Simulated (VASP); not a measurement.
# Ir (Fm-3m) in VASP: a series of runs

Ir is run at these levels: PBEsol; tasks: relaxation of volume and atoms at fixed shape, single point.

Program: VASP 6.6.1. These are calculated values, not measurements. Logs are shortened: lines on timing, memory, paths and dates and some standing lists are left out, and cuts for length are marked.

## Step 1: The cell of the first run

Symmetry: Fm-3m, No. 225, cubic system. The conventional cell has a = 3.831 Å, b = 3.831 Å, c = 3.831 Å, α = 90.00°, β = 90.00°, γ = 90.00°. Within 3.6 Å of Ir (site symmetry m-3m) lie 12 Ir at 2.71 Å.

## Step 2: Relaxation of volume and atoms at fixed shape, PBEsol

INCAR

```
PREC = Accurate
ENCUT = 500
EDIFF = 1E-7
ISMEAR = -1
SIGMA = 0.05
LREAL = False
LASPH = True
NELM = 120
ALGO = Normal
ISIF = 8
LWAVE = False
LCHARG = False
GGA = PS
IBRION = 2
NSW = 80
EDIFFG = -0.02
GGA_COMPAT = False
NELMIN = 4
```

KPOINTS

```
Automatic mesh
0
Gamma
  19 19 19
```

POSCAR

```
Ir
1.0
    0.0000000000      1.9156000000      1.9156000000
    1.9156000000      0.0000000000      1.9156000000
    1.9156000000      1.9156000000      0.0000000000
Ir
1
Direct
    0.0000000000      0.0000000000      0.0000000000
```

Potentials or basis: VASP PAW PBE potentials, release 64 (Ir).

Launch:

```
$ cat potpaw_PBE.64/Ir/POTCAR > POTCAR
$ mpirun -np 1 vasp_std > vasp.out
```

OUTCAR:

```text
PREC = Accurate
   ENCUT = 500
   EDIFF = 1E-7
   ISMEAR = -1
   LREAL = False
   LASPH = True
   NELM = 120
   ISIF = 8
   GGA = PS
   IBRION = 2
   NSW = 80
   EDIFFG = -0.02
   NELMIN = 4

 ion  position               nearest neighbor table
   1  0.000  0.000  0.000-

  LATTYP: Found a face centered cubic cell.
 ALAT       =     3.8312000000

  Lattice vectors:

 A1 = (   0.0000000000,   1.9156000000,   1.9156000000)
 A2 = (   1.9156000000,   0.0000000000,   1.9156000000)
 A3 = (   1.9156000000,   1.9156000000,   0.0000000000)

Analysis of symmetry for initial positions (statically):
=====================================================================
 Subroutine PRICEL returns:
 Original cell was already a primitive cell.

 Routine SETGRP: Setting up the symmetry group for a
 face centered cubic supercell.

 Subroutine GETGRP returns: Found 48 space group operations
 (whereof 48 operations were pure point group operations)
 out of a pool of 48 trial point group operations.

The static configuration has the point symmetry O_h .

Analysis of symmetry for dynamics (positions and initial velocities):
=====================================================================
 Subroutine PRICEL returns:
 Original cell was already a primitive cell.

 Routine SETGRP: Setting up the symmetry group for a
 face centered cubic supercell.

 Subroutine GETGRP returns: Found 48 space group operations
 (whereof 48 operations were pure point group operations)
 out of a pool of 48 trial point group operations.

The dynamic configuration has the point symmetry O_h .

 Subroutine INISYM returns: Found 48 space group operations
 (whereof 48 operations are pure point group operations),
 and found     1 'primitive' translations

----------------------------------------------------------------------------------------

                                     Primitive cell

  volume of cell :      14.0587

  direct lattice vectors                    reciprocal lattice vectors
     0.000000000  1.915600000  1.915600000    -0.261014826  0.261014826  0.261014826
     1.915600000  0.000000000  1.915600000     0.261014826 -0.261014826  0.261014826
     1.915600000  1.915600000  0.000000000     0.261014826  0.261014826 -0.261014826

  length of vectors
     2.709067500  2.709067500  2.709067500     0.452090940  0.452090940  0.452090940

  position of ions in fractional coordinates (direct lattice)
     0.000000000  0.000000000  0.000000000

  ion indices of the primitive-cell ions
   primitive index   ion index
                 1           1

----------------------------------------------------------------------------------------

 KPOINTS: Automatic mesh

Automatic generation of k-mesh.
 Grid dimensions read from file:
 generate k-points for:   19   19   19

 Generating k-lattice:

  Cartesian coordinates                     Fractional coordinates (reciprocal lattice)
    -0.013737622  0.013737622  0.013737622     0.052631579  0.000000000  0.000000000
     0.013737622 -0.013737622  0.013737622     0.000000000  0.052631579  0.000000000
     0.013737622  0.013737622 -0.013737622     0.000000000  0.000000000  0.052631579

  Length of vectors
     0.023794260  0.023794260  0.023794260

  Shift w.r.t. Gamma in fractional coordinates (k-lattice)
     0.000000000  0.000000000  0.000000000

 Subroutine IBZKPT returns following result:
 ===========================================

 Found    220 irreducible k-points:

 Following reciprocal coordinates:
            Coordinates               Weight
  0.000000  0.000000  0.000000      1.000000
  0.052632  0.000000  0.000000      8.000000
  0.105263  0.000000  0.000000      8.000000
  0.157895  0.000000  0.000000      8.000000
  0.210526  0.000000  0.000000      8.000000
  0.263158  0.000000  0.000000      8.000000
[... 16 lines left out ...]
 -0.315789  0.052632  0.000000     24.000000
 -0.263158  0.052632  0.000000     24.000000
 [... further k-points ...]
   k-points           NKPTS =    220   k-points in BZ     NKDIM =    220   number of bands    NBANDS=      8
   number of dos      NEDOS =    301   number of ions     NIONS =      1
   total plane-waves  NPLWV =   8000
   dimension x,y,z NGX =    20 NGY =   20 NGZ =   20
   dimension x,y,z NGXF=    40 NGYF=   40 NGZF=   40
   ions per type =               1
   NGX,Y,Z   is equivalent  to a cutoff of  12.27, 12.27, 12.27 a.u.
   NGXF,Y,Z  is equivalent  to a cutoff of  24.55, 24.55, 24.55 a.u.
 SYSTEM =  unknown system
   PREC   = accura    normal or accurate (medium, high low for compatibility)
   ISTART =      0    job   : 0-new  1-cont  2-samecut
   ICHARG =      2    charge: 1-file 2-atom 10-const
   ISPIN  =      1    spin polarized calculation?
   LNONCOLLINEAR =      F non collinear calculations
   LSORBIT =      F    spin-orbit coupling
   LASPH  =      T    aspherical Exc in radial PAW
   ENCUT  =  500.0 eV  36.75 Ry    6.06 a.u.   4.94  4.94  4.94*2*pi/ulx,y,z
   NELM   =    120;   NELMIN=  4; NELMDL= -5     # of ELM steps
   EDIFF  = 0.1E-06   stopping-criterion for ELM
   LREAL  =      F    real-space projection
   EDIFFG = -.2E-01   stopping-criterion for IOM
   NSW    =     80    number of steps for IOM
   IBRION =      2    ionic relax: 0-MD 1-quasi-New 2-CG
   NFREE  =      1    steps in history (QN), initial steepest desc. (CG)
   ISIF   =      8    stress and relaxation
   ISYM   =      2    0-nonsym 1-usesym 2-fastsym
   POTIM  = 0.5000    time-step for ionic-motion
   TEBEG  =    0.0;   TEEND  =   0.0 temperature during run
   PSTRESS=    0.0 pullay stress
   NELECT =       9.0000    total number of electrons
   NUPDOWN=      -1.0000    fix difference up-down
   EMIN   =  10.00;   EMAX   =-10.00  energy-range for DOS
   EFERMI =   0.00;   METHOD = LEGACY
   ISMEAR =    -1;   SIGMA  =   0.05  broadening in eV -4-tet -1-fermi 0-gaus
   EFERMI_NEDOS =   21; number of points for ismear=-14 and -15
   IALGO  =     38    algorithm
   IMIX   =      4    mixing-type and parameters
     AMIX     =   0.40;   BMIX     =  1.00
     AMIX_MAG =   1.60;   BMIX_MAG =  1.00
  volume/ion in A,a.u.               =      14.06        94.87
  Fermi-wavevector in a.u.,A,eV,Ry     =   1.410937  2.666284 27.085691  1.990742
  Thomas-Fermi vector in A             =   2.532839
   LORBIT       =      0    0 simple, 1 ext, 2 COOP (PROOUT), +10 PAW based schemes
   GGA     = PS    functional components
   LHFCALC =     F    Hartree Fock is set to
   AEXX    =    0.0000 exact exchange contribution
   IVDW    =     0    specifies the selected vdW correction
   LEPSILON=     F    determine dielectric tensor
   LRPA    =     F    only Hartree local field effects (RPA)
 conjugate gradient relaxation of ions
 non-spin polarized calculation
  energy-cutoff  :      500.00
  volume of cell :       14.06
 maximum number of plane-waves:       368
   NGX =  9   NGY =  9   NGZ =  9

--------------------------------------- Ionic step        1  -------------------------------------------

 number of electron       9.0000000 magnetization

 Free energy of the ion-electron system (eV)
  ---------------------------------------------------
  ext. energy  EPLUGINS =         0.00000000
  ---------------------------------------------------
  free energy    TOTEN  =        -9.81698601 eV

  energy without entropy =       -9.80683757  energy(sigma->0) =       -9.81191179

------------------------ aborting loop because EDIFF is reached ----------------------------------------

  FORCE on cell =-STRESS in cart. coord.  units (eV):
  Direction    XX          YY          ZZ          XY          YZ          ZX
  --------------------------------------------------------------------------------------
  -------------------------------------------------------------------------------------
  Total        0.0786026      0.0786026      0.0786026     -0.0000000     -0.0000000     -0.0000000
  in kB        8.9578328      8.9578328      8.9578328     -0.0000000     -0.0000000     -0.0000000
  external PRESSURE =       8.9578328 kB  Pullay stress =       0.0000000 kB
[... 55 lines left out ...]
  energy  without entropy=       -9.8053679215  energy(sigma->0) =       -9.81051965

--------------------------------------- Ionic step        3  -------------------------------------------

 number of electron       9.0000000 magnetization

 Free energy of the ion-electron system (eV)
  ---------------------------------------------------
  ext. energy  EPLUGINS =         0.00000000
  ---------------------------------------------------
  free energy    TOTEN  =        -9.81707344 eV

  energy without entropy =       -9.80689362  energy(sigma->0) =       -9.81198353

 E-fermi :  10.2967     XC(G=0): -14.1249

 val. band max:       10.2953654004   @ k =  -0.1579   0.1579   0.0526
 cond. band min:      10.3011041201   @ k =   0.4737   0.3684   0.0000
 fundamental gap:      0.0057387196
 Fermi energy:        10.2967033557

 k-point     1 :       0.0000    0.0000    0.0000
  band No.  band energies     occupation
      1      -0.9187      2.00000
      2       6.3902      2.00000
      3       6.3902      2.00000
      4       6.3902      2.00000
      5       9.1236      2.00000
      6       9.1236      2.00000
      7      24.6261      0.00000
      8      30.2238      0.00000
[... 243 lines left out ...]
 k-point    24 :      -0.2632    0.0526    0.0000
  band No.  band energies     occupation
      1       1.7393      2.00000
      2       5.9242      2.00000
      3       6.7572      2.00000
      4       6.8524      2.00000
      5       9.1757      2.00000
      6      10.0409      1.98808
      7      23.3031      0.00000
      8      26.9018      0.00000

 [... further k-points ...]
[... 5 lines left out ...]
  --------------------------------------------------------------------------------------
  -------------------------------------------------------------------------------------
  Total       -0.0013110     -0.0013110     -0.0013110      0.0000000     -0.0000000      0.0000000
  in kB       -0.1490713     -0.1490713     -0.1490713      0.0000000     -0.0000000      0.0000000
  external PRESSURE =      -0.1490713 kB  Pullay stress =       0.0000000 kB
[... 16 lines left out ...]
  FREE ENERGIE OF THE ION-ELECTRON SYSTEM (eV)
  ---------------------------------------------------
  free  energy   TOTEN  =        -9.8170734356 eV

  energy  without entropy=       -9.8068936153  energy(sigma->0) =       -9.81198353

 reached required accuracy - stopping structural energy minimisation
```

It took 27 s on 1 thread of AMD EPYC 9R45 (Zen 5), shared host; peak memory 0.12 GiB.

Results:

| Quantity | Value |
| --- | --- |
| Free energy | -9.8171 eV |
| Relaxed volume | 14.09 Å³/atom |
| Relaxed cell | a = 2.711 Å, b = 2.711 Å, c = 2.711 Å, α = 60.00°, β = 60.00°, γ = 60.00° |
| Space group after relaxing (to 0.1 Å) | Fm-3m (No. 225) |
| Energy gained by relaxing | 0.1 meV/atom |
| Ionic steps | 3 |
| Pressure after relaxing | 0.0 GPa |
| Band gap on the k mesh | zero (an odd number of electrons rules out a gap without spin polarisation) |

Final structure:
```
Ir
1.0
     0.00000    1.91705    1.91705
     1.91705    0.00000    1.91705
     1.91705    1.91705    0.00000
Ir
1
Direct
  0.00000 0.00000 0.00000
```

Caveat: the PAW data sets were made with another functional, which shifts forces and pressure a little; spin-orbit coupling is left out, which moves the levels of the heavy elements.

## Step 3: Single point, PBEsol

INCAR

```
  PREC = Accurate
  ENCUT = 560
  EDIFF = 1E-6
  ISMEAR = -1
  SIGMA = 0.05
  LREAL = False
  LASPH = True
  NELM = 120
  ALGO = Normal
  ISIF = 2
  LWAVE = False
  LCHARG = True
  GGA = PS
  LELF = True
  LVHAR = True
  NBANDS = 14
  GGA_COMPAT = False
```

KPOINTS is that of step 2.

POSCAR

```
Ir
1.0
    0.0000000000      1.9154229651      1.9154229651
    1.9154229651      0.0000000000      1.9154229651
    1.9154229651      1.9154229651      0.0000000000
Ir
1
Direct
    0.0000000000      0.0000000000      0.0000000000
```

Potentials or basis: VASP PAW PBE potentials, release 64 (Ir_sv_GW).

Launch:

```
$ cat potpaw_PBE.64/Ir_sv_GW/POTCAR > POTCAR
$ mpirun -np 1 vasp_std > vasp.out
```

OUTCAR:

```text
PREC = Accurate
   ENCUT = 560
   EDIFF = 1E-6
   ISMEAR = -1
   LREAL = False
   LASPH = True
   NELM = 120
   ISIF = 2
   GGA = PS

 ion  position               nearest neighbor table
   1  0.000  0.000  0.000-

  LATTYP: Found a face centered cubic cell.
 ALAT       =     3.8308459302

  Lattice vectors:

 A1 = (   0.0000000000,   1.9154229651,   1.9154229651)
 A2 = (   1.9154229651,   0.0000000000,   1.9154229651)
[... 577 lines left out ...]
      4     -36.6138      2.00000
      5       4.2843      2.00000
      6       8.4627      2.00000
      7       9.2945      2.00000
      8       9.3891      2.00000
      9      11.7144      2.00000
     10      12.5865      1.98851
     11      25.6278      0.00000
     12      28.9941      0.00000
     13      34.7135      0.00000
     14      35.7359      0.00000

 [... further k-points ...]
[... 5 lines left out ...]
  --------------------------------------------------------------------------------------
  -------------------------------------------------------------------------------------
  Total       -0.1635823     -0.1635823     -0.1635823     -0.0000000     -0.0000000     -0.0000000
  in kB      -18.6475949    -18.6475949    -18.6475949     -0.0000000     -0.0000000     -0.0000000
  external PRESSURE =     -18.6475949 kB  Pullay stress =       0.0000000 kB

 VOLUME and BASIS-vectors are now :
 -----------------------------------------------------------------------------
  energy-cutoff  :      560.00
  volume of cell :       14.05
      direct lattice vectors                 reciprocal lattice vectors
     0.000000000  1.915422965  1.915422965    -0.261038950  0.261038950  0.261038950
     1.915422965  0.000000000  1.915422965     0.261038950 -0.261038950  0.261038950
     1.915422965  1.915422965  0.000000000     0.261038950  0.261038950 -0.261038950

 POSITION                                       TOTAL-FORCE (eV/Angst)
 -----------------------------------------------------------------------------------
      0.00000      0.00000      0.00000         0.000000      0.000000      0.000000
 -----------------------------------------------------------------------------------
    total drift:                               -0.000000      0.000000      0.000000

  FREE ENERGIE OF THE ION-ELECTRON SYSTEM (eV)
  ---------------------------------------------------
  free  energy   TOTEN  =       -10.3964621689 eV

  energy  without entropy=      -10.3863616351  energy(sigma->0) =      -10.39141190
```

Wall time 65 s (1 thread of AMD EPYC 7R43 (Zen 3), shared host); peak memory 0.15 GiB.

What came out:

```
Free energy            : -10.3965 eV
Pressure               : -1.9 GPa
Band gap on the k mesh : zero (an odd number of electrons rules out a gap without spin polarisation)
```

Caveat: the PAW data sets were made with another functional, which shifts forces and pressure a little; spin-orbit coupling is left out, which moves the levels of the heavy elements.
